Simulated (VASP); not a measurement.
Here is a VASP 6.6.1 calculation.

POSCAR

```
NaCl
1.0
    3.4245985382      0.0000000000      0.0000000000
    0.0000000000      3.4245985382      0.0000000000
    0.0000000000      0.0000000000      3.4245985382
Na Cl
1 1
Direct
    0.0000000000      0.0000000000      0.0000000000
    0.5000000000      0.5000000000      0.5000000000
```

The input INCAR.step1:

```
  ALGO = Normal
  EDIFF = 1E-4
  ENCUT = 520
  GGA = PE
  ISMEAR = 0
  LASPH = T
  LCHARG = F
  LREAL = F
  LWAVE = T
  NBANDS = 14
  NELM = 80
  PREC = Accurate
  SIGMA = 0.01
```

INCAR.step2

```
  ALGO = Normal
  EDIFF = 1E-6
  ENCUT = 520
  ISIF = 2
  ISMEAR = 0
  ISTART = 1
  LASPH = T
  LCHARG = F
  LMIXTAU = T
  LREAL = F
  LWAVE = F
  METAGGA = R2SCAN
  NBANDS = 14
  NELM = 80
  PREC = Accurate
  SIGMA = 0.01
```

The input KPOINTS:

```
k-points
0
Gamma
  6 6 6
```

Potentials or basis: VASP PAW PBE potentials, release 64 (Na_pv, Cl).

Command:

```sh
$ cat potpaw_PBE.64/Na_pv/POTCAR potpaw_PBE.64/Cl/POTCAR > POTCAR
$ cp INCAR.step1 INCAR
$ mpirun -np 1 vasp_std > vasp.out
$ cp INCAR.step2 INCAR
$ mpirun -np 1 vasp_std > vasp.out
```

(1) What does it give for the band gap on the k mesh?

(2) Predict the pressure.

Answers

(1) 5.07 eV, indirect (least direct gap 5.63 eV).

(2) 0.8 GPa.

Caveat: the PAW data sets were made with another functional, which shifts forces and pressure a little.
